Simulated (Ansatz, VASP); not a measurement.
**Two plane-wave programs on MgO**

The input INCAR:

```
PREC = Accurate ; ENCUT = 520
EDIFF = 1E-6 ; ISMEAR = 0
SIGMA = 0.05 ; LREAL = False
LASPH = True ; NELM = 80
ALGO = Normal ; ISIF = 2
LWAVE = False ; LCHARG = False
GGA = PE ; NBANDS = 26
```

KPOINTS

```
regular mesh
0
Gamma
  9 9 2
```

The input POSCAR:

```
MgO
1.0
    3.2803754002      0.0000000000      0.0000000000
   -1.6401877001      2.8408884305      0.0000000000
    0.0000000000      0.0000000000     10.5147056238
Mg O
4 4
Direct
    0.3333333333      0.6666666667      0.9694791811
    0.0000000000      0.0000000000      0.2208070585
    0.0000000000      0.0000000000      0.7208070585
    0.6666666667      0.3333333333      0.4694791811
    0.3333333333      0.6666666667      0.7800540723
   -0.0670654950      0.0000000000      0.5296578681
    0.0000000000      0.0000000000      0.0296578681
    0.6666666667      0.3333333333      0.2800540723
```

Input for Ansatz:

```yaml
crystal:
  lattice:
    - [3.2803754002, 0.0, 0.0]
    - [-1.6401877001, 2.8408884305, 0.0]
    - [0.0, 0.0, 10.5147056238]
  atoms:
    - { symbol: Mg, position: [0.3333333333, 0.6666666667, 0.9694791811] }
    - { symbol: Mg, position: [0.0, 0.0, 0.2208070585] }
    - { symbol: Mg, position: [0.0, 0.0, 0.7208070585] }
    - { symbol: Mg, position: [0.6666666667, 0.3333333333, 0.4694791811] }
    - { symbol: O, position: [0.3333333333, 0.6666666667, 0.7800540723] }
    - { symbol: O, position: [-0.067065495, 0.0, 0.5296578681] }
    - { symbol: O, position: [0.0, 0.0, 0.0296578681] }
    - { symbol: O, position: [0.6666666667, 0.3333333333, 0.2800540723] }
basis:
  ecutwfc: 420
kpoints:
  mp_grid: { grid: [9, 9, 2] }
hamiltonian:
  xc: pbe
  pseudopotentials: { kind: paw, azcp: { folder: soft_1 } }
scf:
  occupations: { method: gaussian, width: 0.05 }
output:
  forces: true
  stress: true
  eigenvalues: true
```

Alike in both runs: task single point; functional PBE; k mesh 9 × 9 × 2; occupations gaussian, width 0.05 eV; no spin polarisation.

```csv
,VASP,Ansatz
version,VASP 6.6.1,Ansatz 0.2.0
potentials or method,"VASP PAW PBE potentials, release 64 (Mg, O), cutoff 520 eV","scalar-relativistic, plane waves, PAW"
valence electrons in the cell,32,64
```

Ansatz gave:

```
gap on the k mesh at the Fermi level (eV)                     : 3.38
least direct gap on the mesh (eV)                             : 3.38
pressure (GPa)                                                : 0.9
traceless stress, the component that is largest in VASP (GPa) : -2.27
rms of the force components (eV/Å)                            : 0.639
```

Task: Which values does VASP return?

Result: gap on the k mesh at the Fermi level (eV): 3.37; least direct gap on the mesh (eV): 3.37; pressure (GPa): 0.5; traceless stress, the component that is largest in VASP (GPa): -2.31; rms of the force components (eV/Å): 0.649.

Atom by atom the forces differ by 0.010 eV/Å (rms over components). VASP's potentials hold 32 valence electrons a cell and Ansatz's 64, so a difference there can come from the potentials and not from the codes.
